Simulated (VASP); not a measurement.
Write the native input for VASP 6.6.1 that does the following.

```yaml
Task: single point
Functional: r2SCAN
Potentials_or_basis: VASP PAW PBE potentials, release 64 (B, N)
Cutoff: 520 eV
k_mesh: 1 × 1 × 23
Occupations: gaussian, width 0.05 eV
Spin: collinear spin, ferromagnetic start
Starting_moments: "[0.5, 0.5] μB"
Dipole_correction: no
Further_INCAR_settings: ALGO = Normal; EDIFF = 1e-07; NBANDS = 15
```

The system is BN, a wire with vacuum.

```
CELL_PARAMETERS angstrom
9.00000 0.00000 0.00000
0.00000 9.30000 0.00000
0.00000 0.00000 2.81343
ATOMIC_POSITIONS crystal
B 0.50000 0.50000 0.00000
N 0.50000 0.50000 0.50000
```

The input as run:

POSCAR

```
BN
1.0
    9.0000000000      0.0000000000      0.0000000000
    0.0000000000      9.3000000000      0.0000000000
    0.0000000000      0.0000000000      2.8134262098
B N
1 1
Direct
    0.5000000000      0.5000000000      0.0000000000
    0.5000000000      0.5000000000      0.5000000000
```

INCAR.step1

```
PREC = Accurate
ENCUT = 520
ISMEAR = 0
SIGMA = 0.05
LREAL = F
LASPH = T
NELM = 150
ISPIN = 2
MAGMOM = 0.5 0.5
NBANDS = 15
GGA = PE
ALGO = Normal
EDIFF = 1E-4
LWAVE = T
LCHARG = F
```

INCAR.step2

```
PREC = Accurate
ENCUT = 520
EDIFF = 1E-7
ISMEAR = 0
SIGMA = 0.05
LREAL = F
LASPH = T
NELM = 150
ALGO = Normal
ISIF = 2
LWAVE = F
LCHARG = F
ISPIN = 2
MAGMOM = 0.5 0.5
LORBIT = 11
METAGGA = R2SCAN
LMIXTAU = T
NBANDS = 15
ISTART = 1
```

KPOINTS

```
regular mesh
0
Gamma
  1 1 23
```

Potentials or basis: VASP PAW PBE potentials, release 64 (B, N).

Launch:

```console
$ cat potpaw_PBE.64/B/POTCAR potpaw_PBE.64/N/POTCAR > POTCAR
$ cp INCAR.step1 INCAR
$ mpirun -np 1 vasp_std > vasp.out
$ cp INCAR.step2 INCAR
$ mpirun -np 1 vasp_std > vasp.out
```

It gave:

```json
{
  "Band gap on the k mesh": "4.11 eV",
  "Net moment": "0.00 μB per cell",
  "Valence electrons inside the program's atomic spheres": "B 1.86; N 3.87"
}
```

Run time: 5.6 min on 1 thread of Intel(R) Xeon(R) 6975P-C (Granite Rapids), with other jobs on the host, peak memory 0.51 GiB.
